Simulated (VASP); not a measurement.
## BiTe: single point with r2SCAN

BiTe:

```xyz
2
Lattice="2.4024 1.3870 3.2207 -2.4024 1.3870 3.2207 0.0000 -2.7741 3.2207" Properties=species:S:1:pos:R:3 pbc="T T T"
Bi    0.0000    0.0000    4.8311
Te    0.0000    0.0000    0.0000
```

```
Program                : VASP 6.6.1
Task                   : single point
Functional             : r2SCAN
Potentials or basis    : VASP PAW PBE potentials, release 64 (Bi_d, Te)
Cutoff                 : 520 eV
k mesh                 : 12 × 12 × 12
Occupations            : gaussian, width 0.1 eV
Spin                   : no spin polarisation
Dipole correction      : no
Further INCAR settings : ALGO = Normal; EDIFF = 1e-06; NBANDS = 18
```

| Property | Result |
| --- | --- |
| Pressure | 1.5 GPa |
| Band gap on the k mesh | zero (an odd number of electrons rules out a gap without spin polarisation) |

Levels at points of the mesh, in eV from the Fermi level:
| k point | band 7 | band 8 | band 9 | band 10 | band 11 | band 12 | band 13 | band 14 |
| --- | --- | --- | --- | --- | --- | --- | --- | --- |
| (0.00, 0.00, 0.00) | -8.34 | -3.36 | -3.36 | -1.82 | 1.98 | 2.84 | 2.84 | 4.26 |
| (0.50, 0.00, 0.00) | -12.02 | -2.12 | -2.01 | -1.00 | -0.96 | -0.70 | 0.50 | 7.01 |
| (0.50, 0.50, 0.00) | -10.35 | -6.21 | -5.07 | -3.64 | 2.62 | 3.28 | 3.98 | 5.06 |
| (0.50, 0.50, 0.50) | -11.47 | -2.73 | -2.73 | -2.47 | -1.69 | -1.51 | -1.51 | 8.86 |

Run time: 5.5 min on 1 thread of AMD EPYC 9R45 96-Core Processor (Zen 5), with other jobs on the host, peak memory 0.32 GiB.

Caveat: the PAW data sets were made with another functional, which shifts forces and pressure a little; spin-orbit coupling is left out, which moves the levels of the heavy elements.
